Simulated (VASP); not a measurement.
A run of VASP 6.6.1:

File POSCAR:

```
BN
1.0
    0.0000000000      1.7867772104      1.7867772104
    1.7867772104      0.0000000000      1.7867772104
    1.7867772104      1.7867772104      0.0000000000
B N
1 1
Direct
    0.0000000000      0.0000000000      0.0000000000
    0.2500000000      0.2500000000      0.2500000000
```

The input INCAR.step1:

```
SYSTEM = BN
ALGO = Normal
EDIFF = 1E-5
ENCUT = 1460
GGA = PE
GGA_COMPAT = .FALSE.
ISMEAR = 0
LASPH = .TRUE.
LCHARG = .FALSE.
LREAL = .FALSE.
LWAVE = .TRUE.
NBANDS = 11
NELM = 120
PREC = Accurate
SIGMA = 0.01
```

INCAR.step2

```
SYSTEM = BN
ALGO = Normal
EDIFF = 1E-6
ENCUT = 1460
GGA_COMPAT = .FALSE.
ISIF = 2
ISMEAR = 0
ISTART = 1
LASPH = .TRUE.
LCHARG = .FALSE.
LMIXTAU = .TRUE.
LREAL = .FALSE.
LWAVE = .FALSE.
METAGGA = R2SCAN
NBANDS = 11
NELM = 120
PREC = Accurate
SIGMA = 0.01
```

The input KPOINTS:

```
k-points
0
G
  12 12 12
  0 0 0
```

Potentials or basis: VASP PAW PBE potentials, release 64 (B_h, N_h).

Command:

```sh
$ cat potpaw_PBE.64/B_h/POTCAR potpaw_PBE.64/N_h/POTCAR > POTCAR
$ cp INCAR.step1 INCAR
$ mpirun -np 1 vasp_std > vasp.out
$ cp INCAR.step2 INCAR
$ mpirun -np 1 vasp_std > vasp.out
```

Hardware: 1 thread of Intel(R) Xeon(R) Platinum 8375C CPU @ 2.90GHz (Ice Lake) (shared host).

Task: How long does it take, and how much memory?

Result: Run time: 61 s on 1 thread of Intel(R) Xeon(R) Platinum 8375C CPU @ 2.90GHz (Ice Lake) (shared host), peak memory 0.2 GiB. Counts: k points 72.
